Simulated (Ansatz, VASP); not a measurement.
Two plane-wave programs on CaGaF3

```
Ca Ga F
1.0
     5.83814    0.00000    0.00000
     0.00000    5.83814    0.00000
     0.00000    0.00000    4.76062
Ca Ga F
2 2 6
Direct
  0.00000 0.00000 0.50000
  0.50000 0.50000 0.50000
  0.50000 0.00000 0.90269
  0.00000 0.50000 0.09731
  0.75000 0.75000 0.00000
  0.75000 0.25000 0.00000
  0.50000 0.00000 0.32948
  0.25000 0.25000 0.00000
  0.25000 0.75000 0.00000
  0.00000 0.50000 0.67052
```

Alike in both runs: functional PBE; k mesh 6 × 6 × 6; occupations gaussian, width 0.02 eV; no spin polarisation.

Ansatz relaxed the structure, and its values are those at the end. VASP's run is a single point on that final structure, the one shown.

|  | VASP | Ansatz |
| --- | --- | --- |
| version | VASP 6.6.1 | Ansatz 0.2.0 |
| potentials or method | VASP PAW PBE potentials, release 64 (Ca_sv, Ga_d, F), cutoff 520 eV | scalar-relativistic, plane waves, PAW |
| valence electrons in the cell | 88 | 88 |

|  | VASP | Ansatz | Ansatz less VASP |
| --- | --- | --- | --- |
| gap on the k mesh at the Fermi level (eV) | 0.76 | 0.77 | +0.004 |
| least direct gap on the mesh (eV) | 0.87 | 0.87 | +0.002 |
| pressure (GPa) | 0.1 | 0.0 | -0.09 |
| rms of the force components (eV/Å) | 0.032 | 0.000 | -0.0321 |
